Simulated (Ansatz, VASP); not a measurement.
# Nb: VASP beside Ansatz

```
CELL_PARAMETERS angstrom
2.12957 0.00000 0.00000
0.00000 2.12957 0.00000
0.00000 0.00000 2.12957
ATOMIC_POSITIONS crystal
Nb 0.00000 0.00000 0.00000
```

Change from the starting cell: volume scaled by 0.5, LAPW.

Alike in both runs: task single point; functional PBEsol; k mesh 14 × 14 × 14; occupations fermi-dirac, width 0.1 eV; no spin polarisation.

```csv
,VASP,Ansatz
version,VASP 6.6.1,Ansatz 0.2.0
potentials or method,"VASP PAW PBE potentials, release 64 (Nb_sv), cutoff 520 eV","all-electron LAPW, scalar-relativistic"
```

Ansatz gave:

```
pressure (GPa) : 390.3
```

Question: Which values does VASP return?

Answer: Pressure (GPa): 392.0.

VASP's potentials were made for PBE, not for PBEsol. Both programs put the cell under a high pressure, so it lies far from rest at this level. Ansatz ran all-electron here, and VASP with PAW potentials.

Noted on VASP's run: the cell as given lies far from equilibrium.
